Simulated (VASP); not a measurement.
# Ru (Im-3m) in VASP: a series of runs, part 2 of 2

VASP 6.6.1. Earlier steps stand in the parts before.

### Step 3. Single point, PBE

This run uses another cell than the first one, of 8.74 Å³/atom, 0.998 times its volume.

Contents of INCAR:

```
SYSTEM = Ru
PREC = Accurate
ENCUT = 520
EDIFF = 1E-6
ISMEAR = -1
SIGMA = 0.08
LREAL = .FALSE.
LASPH = .TRUE.
NELM = 100
ALGO = Normal
ISIF = 2
LWAVE = .FALSE.
LCHARG = .TRUE.
GGA = PE
LELF = .TRUE.
LVHAR = .TRUE.
NBANDS = 13
```

Contents of KPOINTS:

```
regular mesh
0
G
  21 21 21
  0 0 0
```

Contents of POSCAR:

```
Ru
1.0
   -1.2976570125      1.2976570125      1.2976570125
    1.2976570125     -1.2976570125      1.2976570125
    1.2976570125      1.2976570125     -1.2976570125
Ru
1
Direct
    0.0000000000      0.0000000000      0.0000000000
```

Potentials or basis: VASP PAW PBE potentials, release 64 (Ru_pv).

On the command line:

```sh
$ cat potpaw_PBE.64/Ru_pv/POTCAR > POTCAR
$ mpirun -np 1 vasp_std > vasp.out
```

It took 24 s on 1 thread of Intel Xeon 6975P-C (Granite Rapids), shared host; peak memory 0.14 GiB.

It converged, with:

| Quantity | Value |
| --- | --- |
| Free energy | -3.9681 eV |
| Pressure | 426.1 GPa |
| Band gap on the k mesh | zero (band 7 reaches 26.45 eV, above the bottom of band 8 at 18.92 eV) |

Levels at points of the mesh, in eV from the Fermi level:
```csv
k point,band 5,band 6,band 7,band 8,band 9,band 10
"(0.00, 0.00, 0.00)",-5.40,-5.40,-5.40,-0.43,-0.43,10.17
```

### Step 4. Single point, PBE

This run uses another cell than the first one, of 8.74 Å³/atom, 0.998 times its volume.

Contents of INCAR:

```
ALGO = Normal
EDIFF = 1E-6
ENCUT = 520
GGA = PE
ISIF = 2
ISMEAR = -1
LASPH = True
LCHARG = False
LREAL = False
LWAVE = False
NBANDS = 13
NELM = 80
PREC = Accurate
SIGMA = 0.08
```

Contents of KPOINTS:

```
k-points
0
Gamma
  21 21 21
```

POSCAR is that of step 3.

On the command line:

```sh
$ cat potpaw_PBE.64/Ru_pv/POTCAR > POTCAR
$ mpirun -np 1 vasp_std > vasp.out
```

Run time: 22 s. Hardware: 1 thread of Intel Xeon 6975P-C (Granite Rapids), shared host; peak memory 0.14 GiB.

Results (log left out):

- Free energy: -3.9681 eV
- Pressure: 426.1 GPa
- Band gap on the k mesh: zero (band 7 reaches 26.45 eV, above the bottom of band 8 at 18.92 eV)

Levels at points of the mesh, in eV from the Fermi level:
```csv
k point,band 3,band 4,band 5,band 6,band 7,band 8,band 9,band 10,band 11,band 12
"(0.00, 0.00, 0.00)",-42.55,-10.32,-5.40,-5.40,-5.40,-0.43,-0.43,10.17,16.58,16.58
```

### Step 5. Single point, PBE

This run uses another cell than the first one, of 14.24 Å³/atom, 1.626 times its volume.

Contents of INCAR:

```
PREC = Accurate ; ENCUT = 520
EDIFF = 1E-6 ; ISMEAR = -1
SIGMA = 0.08 ; LREAL = False
LASPH = True ; NELM = 80
ALGO = Normal ; ISIF = 2
LWAVE = False ; LCHARG = False
GGA = PE ; NBANDS = 13
```

Contents of KPOINTS:

```
regular mesh
0
Gamma
  21 21 21
```

Contents of POSCAR:

```
Ru
1.0
   -1.5270430622      1.5270430622      1.5270430622
    1.5270430622     -1.5270430622      1.5270430622
    1.5270430622      1.5270430622     -1.5270430622
Ru
1
Direct
    0.0000000000      0.0000000000      0.0000000000
```

Potentials or basis: VASP PAW PBE potentials, release 64 (Ru_pv).

On the command line:

```sh
$ cat potpaw_PBE.64/Ru_pv/POTCAR > POTCAR
$ mpirun -np 1 vasp_std > vasp.out
```

OUTCAR:

```text
PREC = Accurate
   ENCUT = 520
   EDIFF = 1E-6
   ISMEAR = -1
   LREAL = False
   LASPH = True
   NELM = 80
   ISIF = 2
   GGA = PE

 ion  position               nearest neighbor table
   1  0.000  0.000  0.000-

  LATTYP: Found a body centered cubic cell.
 ALAT       =     3.0540861244

  Lattice vectors:

 A1 = (  -1.5270430622,   1.5270430622,   1.5270430622)
 A2 = (   1.5270430622,  -1.5270430622,   1.5270430622)
 A3 = (   1.5270430622,   1.5270430622,  -1.5270430622)

Analysis of symmetry for initial positions (statically):
=====================================================================
 Subroutine PRICEL returns:
 Original cell was already a primitive cell.

 Routine SETGRP: Setting up the symmetry group for a
 body centered cubic supercell.

 Subroutine GETGRP returns: Found 48 space group operations
 (whereof 48 operations were pure point group operations)
 out of a pool of 48 trial point group operations.

The static configuration has the point symmetry O_h .

[... 164 lines left out ...]
 k-point     1 :       0.0000    0.0000    0.0000
  band No.  band energies     occupation
      1     -30.4135      2.00000
      2     -30.4135      2.00000
      3     -30.4135      2.00000
      4       4.2826      2.00000
      5       9.4157      2.00000
      6       9.4157      2.00000
      7       9.4157      2.00000
      8      12.0540      1.49793
      9      12.0540      1.49793
     10      22.7098      0.00000
     11      29.2724      0.00000
     12      29.2724      0.00000
     13      29.2724      0.00000
[... 354 lines left out ...]
  band No.  band energies     occupation
      1     -30.8802      2.00000
      2     -30.5558      2.00000
      3     -30.4429      2.00000
      4       6.3694      2.00000
      5       8.5983      2.00000
      6       9.0935      2.00000
      7      11.4187      1.99976
      8      11.7853      1.97696
      9      12.3359      0.16169
     10      22.7096      0.00000
     11      28.6531      0.00000
     12      28.8627      0.00000
     13      32.0906      0.00000

 [... further k-points ...]

------------------------ aborting loop because EDIFF is reached ----------------------------------------

  FORCE on cell =-STRESS in cart. coord.  units (eV):
  Direction    XX          YY          ZZ          XY          YZ          ZX
  --------------------------------------------------------------------------------------
  -------------------------------------------------------------------------------------
  Total       -0.0110082     -0.0110082     -0.0110082      0.0000000      0.0000000     -0.0000000
  in kB       -1.2382668     -1.2382668     -1.2382668      0.0000000      0.0000000     -0.0000000
  external PRESSURE =      -1.2382668 kB  Pullay stress =       0.0000000 kB

 VOLUME and BASIS-vectors are now :
 -----------------------------------------------------------------------------
  energy-cutoff  :      520.00
  volume of cell :       14.24
      direct lattice vectors                 reciprocal lattice vectors
    -1.527043062  1.527043062  1.527043062     0.000000000  0.327430190  0.327430190
     1.527043062 -1.527043062  1.527043062     0.327430190  0.000000000  0.327430190
     1.527043062  1.527043062 -1.527043062     0.327430190  0.327430190  0.000000000

 POSITION                                       TOTAL-FORCE (eV/Angst)
 -----------------------------------------------------------------------------------
      0.00000      0.00000      0.00000         0.000000     -0.000000      0.000000
 -----------------------------------------------------------------------------------
    total drift:                                0.000000     -0.000000      0.000000

  FREE ENERGIE OF THE ION-ELECTRON SYSTEM (eV)
  ---------------------------------------------------
  free  energy   TOTEN  =        -8.6306950196 eV

  energy  without entropy=       -8.5892964992  energy(sigma->0) =       -8.60999576
```

Run time: 26 s. Hardware: 1 thread of Intel Xeon 6975P-C (Granite Rapids), shared host; peak memory 0.16 GiB.

What came out:

```
Free energy            : -8.6307 eV
Pressure               : -0.1 GPa
Band gap on the k mesh : zero (band 7 reaches 13.81 eV, above the bottom of band 8 at 10.52 eV)
```

### Step 6. Relaxation of cell and atoms, PBE, target pressure 420 GPa, at which the enthalpy is minimised

Contents of INCAR:

```
  PREC = Accurate
  ENCUT = 600
  EDIFF = 1E-6
  ISMEAR = -1
  SIGMA = 0.08
  LREAL = F
  LASPH = T
  NELM = 60
  ALGO = Normal
  ISIF = 3
  LWAVE = F
  LCHARG = F
  GGA = PE
  IBRION = 2
  NSW = 60
  EDIFFG = -0.005
  PSTRESS = 4200.0
```

KPOINTS is that of step 5.

Contents of POSCAR:

```
Ru
1.0
   -1.2986027637      1.2986027637      1.2986027637
    1.2986027637     -1.2986027637      1.2986027637
    1.2986027637      1.2986027637     -1.2986027637
Ru
1
Direct
    0.0000000000      0.0000000000      0.0000000000
```

Potentials or basis: VASP PAW PBE potentials, release 64 (Ru_pv).

On the command line:

```sh
$ cat potpaw_PBE.64/Ru_pv/POTCAR > POTCAR
$ mpirun -np 1 vasp_std > vasp.out
```

It took 47 s on 1 thread of Intel Xeon 6975P-C (Granite Rapids), shared host; peak memory 0.15 GiB.

It converged, with:

* Free energy: -4.0466 eV
* Relaxed volume: 8.77 Å³/atom
* Relaxed cell: a = 2.250 Å, b = 2.250 Å, c = 2.250 Å, α = 109.47°, β = 109.47°, γ = 109.47°
* Space group after relaxing (to 0.05 Å): Im-3m (No. 229)
* Energy change on relaxing (the enthalpy is what falls): -27.8 meV/atom
* Ionic steps: 3
* Pressure after relaxing: 419.9 GPa
* Band gap on the k mesh: zero (band 7 reaches 26.34 eV, above the bottom of band 8 at 18.85 eV)

The path:
```
step  energy change (eV)  largest force (eV/Å)  pressure (GPa)  volume (Å³)
   1              0.0000                0.0000          422.19         8.76
   2             -0.3883                0.0000          391.59         8.91
   3             -0.0278                0.0000          419.93         8.77
```

Final structure:
```yaml
crystal:
  lattice:
    - [-1.29913, 1.29913, 1.29913]
    - [1.29913, -1.29913, 1.29913]
    - [1.29913, 1.29913, -1.29913]
  atoms:
    - { symbol: Ru, position: [0.00000, 0.00000, 0.00000] }
```

Levels at points of the mesh, in eV from the Fermi level:
```tsv
k point	band 3	band 4	band 5	band 6	band 7	band 8	band 9	band 10	band 11
(0.00, 0.00, 0.00)	-42.55	-10.31	-5.37	-5.37	-5.37	-0.43	-0.43	10.17	16.60
```

Caveat: the cell is relaxed towards a set pressure, so the enthalpy falls and the energy may rise.

### Step 7. Relaxation of cell and atoms, PBE, target pressure 420 GPa, at which the enthalpy is minimised

This run uses another cell than the first one, of 8.74 Å³/atom, 0.998 times its volume.

Contents of INCAR:

```
PREC = Accurate
ENCUT = 600
EDIFF = 1E-6
ISMEAR = -1
SIGMA = 0.08
LREAL = False
LASPH = True
NELM = 80
ALGO = Normal
ISIF = 3
LWAVE = False
LCHARG = False
GGA = PE
IBRION = 2
NSW = 32
EDIFFG = -0.005
PSTRESS = 4200.0
```

KPOINTS is that of step 6.

Contents of POSCAR:

```
Ru
1.0
   -1.2976570125      1.2976570125      1.2976570125
    1.2976570125     -1.2976570125      1.2976570125
    1.2976570125      1.2976570125     -1.2976570125
Ru
1
Direct
    0.0000000000      0.0000000000      0.0000000000
```

On the command line:

```sh
$ cat potpaw_PBE.64/Ru_pv/POTCAR > POTCAR
$ mpirun -np 1 vasp_std > vasp.out
```

It took 49 s on 1 thread of Intel Xeon 6975P-C (Granite Rapids), shared host; peak memory 0.15 GiB.

The run converged. Its results:

```
Free energy                                            : -4.0461 eV
Relaxed volume                                         : 8.77 Å³/atom
Relaxed cell                                           : a = 2.250 Å, b = 2.250 Å, c = 2.250 Å, α = 109.47°, β = 109.47°, γ = 109.47°
Space group after relaxing (to 0.05 Å)                 : Im-3m (No. 229)
Energy change on relaxing (the enthalpy is what falls) : -77.9 meV/atom
Ionic steps                                            : 4
Pressure after relaxing                                : 420.0 GPa
Band gap on the k mesh                                 : zero (band 7 reaches 26.34 eV, above the bottom of band 8 at 18.85 eV)
```

The path:
| step | energy change (eV) | largest force (eV/Å) | pressure (GPa) | volume (Å³) |
| --- | --- | --- | --- | --- |
| 1 | 0.0000 | 0.0000 | 426.17 | 8.74 |
| 2 | -1.0368 | 0.0000 | 344.43 | 9.17 |
| 3 | -0.0803 | 0.0000 | 419.81 | 8.77 |
| 4 | -0.0779 | 0.0000 | 419.95 | 8.77 |

Final structure:
```
CELL_PARAMETERS angstrom
-1.29912 1.29912 1.29912
1.29912 -1.29912 1.29912
1.29912 1.29912 -1.29912
ATOMIC_POSITIONS crystal
Ru 0.00000 0.00000 0.00000
```

Levels at points of the mesh, in eV from the Fermi level:
```csv
k point,band 5,band 6,band 7,band 8,band 9,band 10
"(0.00, 0.00, 0.00)",-5.37,-5.37,-5.37,-0.43,-0.43,10.17
```

Caveat: the cell is relaxed towards a set pressure, so the enthalpy falls and the energy may rise.

### Step 8. Summary

```csv
task,cell,cutoff (eV),gap on the mesh (eV),pressure (GPa)
single point,"a = 2.249 Å, angles 109.5°, 1 atom",520,none,422.2
single point,"a = 2.248 Å, angles 109.5°, 1 atom",520,none,426.1
single point,"a = 2.645 Å, angles 109.5°, 1 atom",520,none,-0.1
relaxation of cell and atoms,"relaxed to 420 GPa from a = 2.249 Å, angles 109.5°, 1 atom",600,none,419.9
relaxation of cell and atoms,"relaxed to 420 GPa from a = 2.248 Å, angles 109.5°, 1 atom",600,none,420.0
```

Alike in all rows: level PBE; potentials or basis VASP PAW PBE potentials, release 64 (Ru_pv); no spin polarisation; k mesh 21 × 21 × 21; smearing fermi-dirac 0.08 eV.

Caveats: the cell is relaxed towards a set pressure, so the enthalpy falls and the energy may rise (some runs).

Total energies depend on the potentials used, so only differences within one code and one set of settings carry meaning.
